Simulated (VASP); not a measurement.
The system is MnSi.

```xyz
2
Lattice="3.0722 0.0000 0.0000 0.0000 3.0722 0.0000 0.0000 0.0000 3.0722" Properties=species:S:1:pos:R:3 pbc="T T T"
Mn    0.0000    0.0000    0.0000
Si    1.5361    1.5361    1.5361
```

Base run:

| Item | Value |
| --- | --- |
| Program | VASP 6.6.1 |
| Functional | PBE |
| Potentials or basis | VASP PAW PBE potentials, release 64 (Mn_pv, Si) |
| Cutoff | 520 eV |
| k mesh | 9 × 9 × 9 |
| Occupations | fermi-dirac, width 0.05 eV |
| Spin | collinear spin, ferromagnetic start |
| Starting moments | [4.0, 0.0] μB |

Its results: pressure -17.8 GPa; net moment 2.53 μB per cell; site moments Mn +2.63; Si -0.10 μB.

Problem. The run is repeated on the same cell with these changes: functional from PBE to r2SCAN50; k mesh from 9 × 9 × 9 to 5 × 5 × 5. What comes out?

Solution. Pressure 9.9 GPa; net moment 3.98 μB per cell; site moments Mn +4.25; Si -0.15 μB.

Several settings changed at once.

Caveats: some runs use coarse meshes; the cell stands under tension (at least some runs); the PAW data sets were made with another functional, which shifts forces and pressure a little (at least some runs).
